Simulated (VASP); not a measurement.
# GaSi62 (a cell with a defect) in VASP: notebook, part 2 of 2

VASP 6.6.1.

**3. Single point, PBE, collinear spin**

The input, INCAR:

```
SYSTEM = GaSi62
PREC = Accurate ; ENCUT = 520
EDIFF = 1E-7 ; ISMEAR = -1
SIGMA = 0.05 ; LREAL = Auto
LASPH = .True. ; NELM = 150
ALGO = Normal ; ISIF = 2
LWAVE = .False. ; LCHARG = .False.
ISPIN = 2 ; MAGMOM = 0 0 0 0 0 0 0 0 0 0 0 0 0 0 0 0 0 0 0 0 0 0 0 0 0 0 0 0 0 0 0 0 0 0 0 0 0 0 0 0 0 0 0 0 0 0 0 0 0 0 0 0 0 0 0 0 0 0 0 0 0 0 1
LORBIT = 11 ; GGA = PE
NBANDS = 172
```

The input, KPOINTS:

```
regular mesh
0
Gamma
  1 1 1
  0 0 0
```

The input, POSCAR:

```
GaSi62
1.0
   10.8600000000      0.0000000000      0.0000000000
    0.0000000000     10.8600000000      0.0000000000
    0.0000000000      0.0000000000     10.8600000000
Si Ga
62 1
Direct
    0.5008735542      0.0014190537     -0.0007529424
    0.6257381196      0.1242618804      0.1261707617
    0.7485809463      0.2491264458     -0.0007529424
    0.8746044054      0.3750558001      0.1249441999
    0.7507539197     -0.0007539197      0.2513261929
    0.8762189278      0.1211919658      0.3788080342
   -0.0000705017      0.0023510089      0.0019585720
    0.1250858137      0.1266289817      0.1262450926
    0.2493273708      0.2513756837     -0.0006726292
    0.3747513139      0.3752486861      0.1247513139
    0.4986243163      0.5006726292     -0.0006726292
    0.6233710183      0.6249141863      0.1262450926
    0.7476489911      0.7500705017      0.0019585720
    0.8750504258      0.8749495742      0.1252049099
    0.2492470576      0.0014190537      0.2508735542
    0.3761707617      0.1242618804      0.3757381196
    0.4997195619      0.2502804381      0.2497195619
    0.6257381196      0.3738292383      0.3757381196
    0.7485809463      0.5007529424      0.2508735542
    0.8758673967      0.6264310060      0.3767990868
    0.5013261929     -0.0007539197      0.5007539197
    0.6288080342      0.1211919658      0.6262189278
    0.7507539197      0.2486738071      0.5007539197
    0.8750504258      0.3747950901      0.6250504258
    0.7560550231     -0.0060550231      0.7466891989
    0.8758673967      0.1232009132      0.8735689940
   -0.0014697733      0.5021796174     -0.0021796174
    0.1241301805      0.6258698195      0.1236829233
    0.2478203826      0.7514697733     -0.0021796174
    0.3749441999      0.8753955946      0.1249441999
   -0.0007668463      0.2494120077      0.2505879923
    0.1250858137      0.3737549074      0.3733710183
    0.2493273708      0.5006726292      0.2486243163
    0.3762450926      0.6249141863      0.3733710183
    0.5005879923      0.7507668463      0.2505879923
    0.6288080342      0.8737810722      0.3788080342
   -0.0033108011     -0.0060550231      0.5060550231
    0.1235689940      0.1232009132      0.6258673967
    0.2492470576      0.2491264458      0.4985809463
    0.3749441999      0.3750558001      0.6246044054
    0.5008735542      0.5007529424      0.4985809463
    0.6267990868      0.6264310060      0.6258673967
    0.7560550231      0.7533108011      0.5060550231
    0.2519585720      0.0023510089      0.7499294983
    0.3762450926      0.1266289817      0.8750858137
    0.5005879923      0.2494120077      0.7492331537
    0.6233710183      0.3737549074      0.8750858137
    0.7476489911      0.4980414280      0.7499294983
    0.8672168568      0.6252637592      0.8747362408
   -0.0002614014      0.7502614014      0.2498708846
    0.1235689940      0.8741326033      0.3767990868
   -0.0000705017      0.4980414280      0.4976489911
    0.1247362408      0.6252637592      0.6172168568
    0.2519585720      0.7500705017      0.4976489911
    0.3752049099      0.8749495742      0.6250504258
   -0.0002614014      0.2501291154      0.7497385986
    0.1241301805      0.3763170767      0.8741301805
    0.2478203826      0.5021796174      0.7485302267
    0.3736829233      0.6258698195      0.8741301805
    0.4998708846      0.7502614014      0.7497385986
    0.6267990868      0.8741326033      0.8735689940
    0.1247362408      0.8827831432      0.8747362408
    0.9994233470      0.7505766530      0.7494233470
```

Potentials or basis: VASP PAW PBE potentials, release 64 (Si, Ga_d).

Command:

```console
$ cat potpaw_PBE.64/Si/POTCAR potpaw_PBE.64/Ga_d/POTCAR > POTCAR
$ mpirun -np 1 vasp_gam > vasp.out
```

OUTCAR:

```text
SYSTEM = GaSi62
   PREC = Accurate
   ENCUT = 520
   EDIFF = 1E-7
   ISMEAR = -1
   LREAL = Auto
   LASPH = .True.
   NELM = 150
   ISIF = 2
   ISPIN = 2
   LORBIT = 11
   GGA = PE

 ion  position               nearest neighbor table
   1  0.501  0.001  0.999-  45 2.35   2 2.35  30 2.37  61 2.38
   2  0.626  0.124  0.126-   1 2.35   3 2.35   5 2.35  17 2.36
   3  0.749  0.249  0.999-  47 2.35   2 2.35   4 2.37  26 2.38
   4  0.875  0.375  0.125-  31 2.36  19 2.37   3 2.37  27 2.37
   5  0.751  0.999  0.251-  14 2.35   6 2.35  36 2.35   2 2.35
   6  0.876  0.121  0.379-   5 2.35  23 2.35  37 2.35  31 2.38
[... 54 lines left out ...]
  61  0.627  0.874  0.874-  13 2.34  60 2.35  25 2.36   1 2.38
  62  0.125  0.883  0.875-   7 2.33  44 2.33  29 2.37  63 2.40
  63  0.999  0.751  0.749-  49 2.40  53 2.40  62 2.40

  LATTYP: Found a simple cubic cell.
 ALAT       =    10.8600000000

  Lattice vectors:

 A1 = (  10.8600000000,   0.0000000000,   0.0000000000)
 A2 = (   0.0000000000,  10.8600000000,   0.0000000000)
 A3 = (   0.0000000000,   0.0000000000,  10.8600000000)

Analysis of symmetry for initial positions (statically):
=====================================================================
 Subroutine PRICEL returns:
 Original cell was already a primitive cell.

 Routine SETGRP: Setting up the symmetry group for a
 simple cubic supercell.

 Subroutine GETGRP returns: Found  6 space group operations
 (whereof  1 operations were pure point group operations)
 out of a pool of 48 trial point group operations.

The static configuration has the point symmetry C_1 .
 The point group associated with its full space group is C_3v.

Analysis of symmetry for dynamics (positions and initial velocities):
=====================================================================
 Subroutine PRICEL returns:
 Original cell was already a primitive cell.

[... 285 lines left out ...]
      6      -6.2286      1.00000
[... 134 lines left out ...]
    141       6.8713      0.00000
    142       6.9241      0.00000
 Fermi energy:         6.2491053566

 spin component 2

 k-point     1 :       0.0000    0.0000    0.0000
  band No.  band energies     occupation
      1      -8.9318      1.00000
      2      -8.9080      1.00000
      3      -8.9080      1.00000
      4      -8.8076      1.00000
      5      -8.8076      1.00000
      6      -6.2266      1.00000
[... 134 lines left out ...]
    141       6.8734      0.00000
    142       6.9270      0.00000
 [bands above 142 left out]

------------------------ aborting loop because EDIFF is reached ----------------------------------------

  FORCE on cell =-STRESS in cart. coord.  units (eV):
  Direction    XX          YY          ZZ          XY          YZ          ZX
  --------------------------------------------------------------------------------------
  -------------------------------------------------------------------------------------
  Total       17.1833719     17.1833719     17.1833719      0.8520783      0.8520783     -0.8520783
  in kB       21.4946063     21.4946063     21.4946063      1.0658611      1.0658611     -1.0658611
  external PRESSURE =      21.4946063 kB  Pullay stress =       0.0000000 kB

 VOLUME and BASIS-vectors are now :
 -----------------------------------------------------------------------------
  energy-cutoff  :      520.00
  volume of cell :     1280.82
      direct lattice vectors                 reciprocal lattice vectors
    10.860000000  0.000000000  0.000000000     0.092081031  0.000000000  0.000000000
     0.000000000 10.860000000  0.000000000     0.000000000  0.092081031  0.000000000
     0.000000000  0.000000000 10.860000000     0.000000000  0.000000000  0.092081031

 POSITION                                       TOTAL-FORCE (eV/Angst)
 -----------------------------------------------------------------------------------
      5.43949      0.01541     10.85182         0.003141     -0.009630     -0.000987
      6.79552      1.34948      1.37021         0.000325     -0.000325      0.002979
      8.12959      2.70551     10.85182         0.009630     -0.003141     -0.000987
      9.49820      4.07311      1.35689        -0.000996      0.001166     -0.001166
      8.15319     10.85181      2.72940        -0.001753      0.001753     -0.001810
      9.51574      1.31614      4.11386        -0.006813      0.012825     -0.012825
[... 55 lines left out ...]
      1.35464      9.58702      9.49964         0.005792     -0.010235      0.005792
     10.85374      8.15126      8.13874        -0.012697      0.012697     -0.012697
 -----------------------------------------------------------------------------------
    total drift:                               -0.009955      0.009955     -0.009955

  FREE ENERGIE OF THE ION-ELECTRON SYSTEM (eV)
  ---------------------------------------------------
  free  energy   TOTEN  =      -330.2402989212 eV

  energy  without entropy=     -330.0959601395  energy(sigma->0) =     -330.16812953

 total charge

# of ion       s       p       d       tot
------------------------------------------
    1        0.744   0.944   0.000   1.688
    2        0.739   0.958   0.000   1.697
    3        0.744   0.944   0.000   1.688
    4        0.749   0.936   0.000   1.685
    5        0.740   0.960   0.000   1.699
    6        0.742   0.944   0.000   1.686
[... 55 lines left out ...]
   62        0.747   0.955   0.000   1.702
   63        0.935   0.774   9.954  11.663
--------------------------------------------------
tot         47.039  59.596   9.954 116.588

 magnetization (x)

# of ion       s       p       d       tot
------------------------------------------
    1        0.000   0.001   0.000   0.001
    2       -0.000   0.000   0.000   0.000
    3        0.000   0.001   0.000   0.001
    4       -0.000   0.001   0.000   0.001
    5        0.000   0.000   0.000   0.000
    6        0.000   0.000   0.000   0.000
[... 55 lines left out ...]
   62        0.000   0.001   0.000   0.001
   63       -0.000   0.000   0.000   0.000
--------------------------------------------------
tot          0.014   0.056   0.000   0.070
```

OSZICAR:

```text
N       E                     dE             d eps       ncg     rms          rms(c)
DAV:   1     0.152535514854E+04    0.15254E+04   -0.11144E+05   688   0.138E+03
DAV:   2    -0.121243230542E+03   -0.16466E+04   -0.15438E+04   920   0.252E+02
DAV:   3    -0.326000975960E+03   -0.20476E+03   -0.19406E+03   844   0.905E+01
DAV:   4    -0.336225359039E+03   -0.10224E+02   -0.10104E+02   896   0.218E+01
DAV:   5    -0.336519831269E+03   -0.29447E+00   -0.29274E+00   896   0.383E+00    0.282E+01
DAV:   6    -0.331955870400E+03    0.45640E+01   -0.40719E+00   848   0.414E+00    0.169E+01
DAV:   7    -0.330137379591E+03    0.18185E+01   -0.37406E+00   816   0.354E+00    0.609E+00
DAV:   8    -0.330219793969E+03   -0.82414E-01   -0.62917E-01   880   0.166E+00    0.108E+00
DAV:   9    -0.330227184579E+03   -0.73906E-02   -0.48285E-02   848   0.501E-01    0.615E-01
DAV:  10    -0.330234700878E+03   -0.75163E-02   -0.21433E-02   808   0.263E-01    0.333E-01
DAV:  11    -0.330238484747E+03   -0.37839E-02   -0.37560E-03   784   0.131E-01    0.188E-01
DAV:  12    -0.330239797478E+03   -0.13127E-02   -0.90254E-04   792   0.661E-02    0.937E-02
DAV:  13    -0.330240253644E+03   -0.45617E-03   -0.48908E-04   744   0.477E-02    0.245E-02
DAV:  14    -0.330240290977E+03   -0.37333E-04   -0.56011E-05   872   0.166E-02    0.131E-02
DAV:  15    -0.330240296835E+03   -0.58577E-05   -0.65104E-06   816   0.603E-03    0.702E-03
DAV:  16    -0.330240299011E+03   -0.21762E-05   -0.21795E-06   880   0.304E-03    0.265E-03
DAV:  17    -0.330240298921E+03    0.89647E-07   -0.26002E-07   648   0.125E-03
   1 F= -.33024030E+03 E0= -.33016813E+03  d E =-.144339E+00  mag=     0.1824
```

It took 9.5 min on 1 thread of AMD EPYC 7R13 (Zen 3), shared host; peak memory 1.4 GiB.

What came out:

```yaml
Free_energy: -330.2403 eV
Pressure: 2.1 GPa
Largest_force: 0.022 eV/Å
Band_gap_on_the_k_mesh: 0.81 eV
Net_moment: 0.18 μB per cell
Valence_electrons_inside_the_program's_atomic_spheres: Si 1.69, 1.70, 1.71, 1.64 (each value once); Ga 11.66
```

Forces in eV/Å, atoms in the order of the input:
```
Si   0.003 -0.010 -0.001
Si   0.000  0.000  0.003
Si   0.010 -0.003 -0.001
Si  -0.001  0.001 -0.001
Si  -0.002  0.002 -0.002
Si  -0.007  0.013 -0.013
Si  -0.003  0.003  0.004
Si   0.004  0.002 -0.004
Si   0.002 -0.004  0.002
Si   0.002 -0.002  0.002
Si   0.004 -0.002  0.002
Si  -0.002 -0.004 -0.004
Si  -0.003  0.003  0.004
Si  -0.002  0.002 -0.003
Si  -0.001 -0.010  0.003
Si   0.003  0.000  0.000
Si  -0.002  0.002 -0.002
Si   0.000 -0.003  0.000
Si   0.010  0.001  0.003
Si   0.000 -0.008 -0.010
Si  -0.002  0.002 -0.002
Si  -0.013  0.013 -0.007
Si  -0.002  0.002 -0.002
Si  -0.002  0.003 -0.002
Si   0.010 -0.010 -0.004
Si   0.000  0.010  0.008
Si  -0.001  0.003 -0.003
Si   0.000  0.000  0.002
Si  -0.003  0.001 -0.003
Si  -0.001  0.001 -0.001
Si  -0.003 -0.007  0.007
Si   0.004  0.004 -0.002
Si   0.002 -0.002  0.004
Si  -0.004 -0.004 -0.002
Si   0.007  0.003  0.007
Si  -0.013  0.007 -0.013
Si  -0.004 -0.010  0.010
Si   0.008  0.010  0.000
Si  -0.001 -0.003  0.010
Si  -0.001  0.001 -0.001
Si   0.003  0.001  0.010
Si  -0.010 -0.008  0.000
Si   0.010  0.004  0.010
Si   0.004  0.003 -0.003
Si  -0.004  0.002  0.004
Si   0.007 -0.007 -0.003
Si  -0.002  0.004  0.004
Si  -0.003 -0.004 -0.003
Si   0.010 -0.006  0.006
Si  -0.001  0.001 -0.003
Si   0.008  0.000 -0.010
Si  -0.003 -0.004 -0.003
Si   0.006 -0.006  0.010
Si   0.004  0.003 -0.003
Si  -0.003  0.002 -0.002
Si  -0.001  0.003 -0.001
Si   0.000 -0.002  0.000
Si  -0.003  0.003 -0.001
Si   0.002  0.000  0.000
Si  -0.003  0.001 -0.001
Si  -0.010  0.000  0.008
Si   0.006 -0.010  0.006
Ga  -0.013  0.013 -0.013
```

Caveat: the k points lie up to 0.58 Å⁻¹ apart.
